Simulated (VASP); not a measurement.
Crystal: Sn2TeAs2.

```
Sn Te As
1.0
     4.50872    0.00000    0.00000
     0.00000    4.50872    0.00000
     0.00000    0.00000    7.11799
Sn Te As
2 1 2
Cartesian
  2.2544 0.0000 6.0294
  0.0000 2.2544 6.0294
  2.2544 2.2544 1.4166
  2.2544 0.0000 3.7709
  0.0000 2.2544 3.7709
```

The cell was generated, and may not be a known phase.

* Program: VASP 6.6.1
* Task: relaxation of cell and atoms
* Functional: PBE
* Potentials or basis: VASP PAW PBE potentials, release 64 (Sn_d, Te, As)
* Cutoff: 600 eV
* k mesh: 4 × 4 × 4
* Occupations: gaussian, width 0.1 eV
* Spin: no spin polarisation

At the start: pressure 7.0 GPa; volume 28.94 Å³/atom.

**Question.** Where does the relaxation end?

**Answer.** Over 13 steps the energy falls by 501.9 meV/atom and the volume is 27.41 Å³/atom (-5.3 %); space group P4mm (No. 99, to 0.1 Å) before and after.

The path:
```csv
step,energy change (eV),largest force (eV/Å),pressure (GPa),volume (Å³)
1,0.0000,6.1353,7.00,144.70
2,-1.5174,0.1091,-6.62,169.64
3,-2.1405,0.0841,-4.65,156.70
4,-2.1490,0.1410,-4.48,156.20
5,-2.1570,0.3462,-3.89,154.71
6,-2.4351,0.2285,-0.83,141.10
7,-2.4610,0.1667,0.67,136.43
8,-2.4972,0.0290,0.35,136.33
9,-2.5031,0.1055,0.26,136.20
10,-2.5059,0.0821,-0.11,137.13
11,-2.5062,0.0693,-0.33,137.70
12,-2.5083,0.0419,-0.24,137.43
13,-2.5095,0.0022,-0.09,137.05
```

Final structure:
```yaml
crystal:
  lattice:
    - [4.15584, 0.00000, 0.00000]
    - [0.00000, 4.15584, 0.00000]
    - [0.00000, 0.00000, 7.93551]
  atoms:
    - { symbol: Sn, position: [0.50000, 0.00000, 0.87065] }
    - { symbol: Sn, position: [0.00000, 0.50000, 0.87065] }
    - { symbol: Te, position: [0.50000, 0.50000, 0.19958] }
    - { symbol: As, position: [0.50000, 0.00000, 0.50590] }
    - { symbol: As, position: [0.00000, 0.50000, 0.50590] }
```
